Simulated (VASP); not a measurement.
Here is a VASP 6.6.1 calculation.

Contents of POSCAR:

```
Pt
1.0
    1.4199310047     -2.5507036507      0.0000000000
    1.4199310047      2.5507036507      0.0000000000
    0.0000000000      0.0000000000      4.8568390331
Pt
2
Direct
    0.6641465054      0.3358534946      0.2500000000
    0.3358534946      0.6641465054      0.7500000000
```

File INCAR.step1:

```
PREC     = Accurate       # precision mode
ENCUT    = 600            # plane-wave cutoff, eV
ISMEAR   = 0              # smearing method
SIGMA    = 0.1            # smearing width, eV
LREAL    = False          # projectors in reciprocal space
LASPH    = True           # aspherical terms in the spheres
NELM     = 80             # most SCF steps
GGA      = PE             # functional
ALGO     = Normal         # electronic algorithm
EDIFF    = 1E-4           # SCF threshold, eV
LWAVE    = True           # write WAVECAR
LCHARG   = False          # write CHGCAR
```

INCAR.step2

```
PREC     = Accurate       # precision mode
ENCUT    = 600            # plane-wave cutoff, eV
EDIFF    = 1E-7           # SCF threshold, eV
ISMEAR   = 0              # smearing method
SIGMA    = 0.1            # smearing width, eV
LREAL    = False          # projectors in reciprocal space
LASPH    = True           # aspherical terms in the spheres
NELM     = 80             # most SCF steps
ALGO     = Normal         # electronic algorithm
ISIF     = 3              # what is computed and relaxed
LWAVE    = False          # write WAVECAR
LCHARG   = False          # write CHGCAR
METAGGA  = R2SCAN         # meta-GGA
LMIXTAU  = True         
IBRION   = 2              # ionic algorithm
NSW      = 80             # ionic steps
EDIFFG   = -0.05          # ionic threshold
ISTART   = 1
```

The input KPOINTS:

```
regular mesh
0
Gamma
  8 8 4
```

Potentials or basis: VASP PAW PBE potentials, release 64 (Pt).

The run is started by

```console
$ cat potpaw_PBE.64/Pt/POTCAR > POTCAR
$ cp INCAR.step1 INCAR
$ mpirun -np 1 vasp_std > vasp.out
$ cp INCAR.step2 INCAR
$ mpirun -np 1 vasp_std > vasp.out
```

(1) Estimate the relaxed cell.

(2) Estimate the space group after relaxing (to 0.05 Å).

(3) Predict the relaxed volume.

## Answers

(1) a = 2.754 Å, b = 2.754 Å, c = 4.707 Å, α = 90.00°, β = 90.00°, γ = 119.98°.

(2) P6_3/mmc (No. 194).

(3) 15.46 Å³/atom.

Caveat: the PAW data sets were made with another functional, which shifts forces and pressure a little.
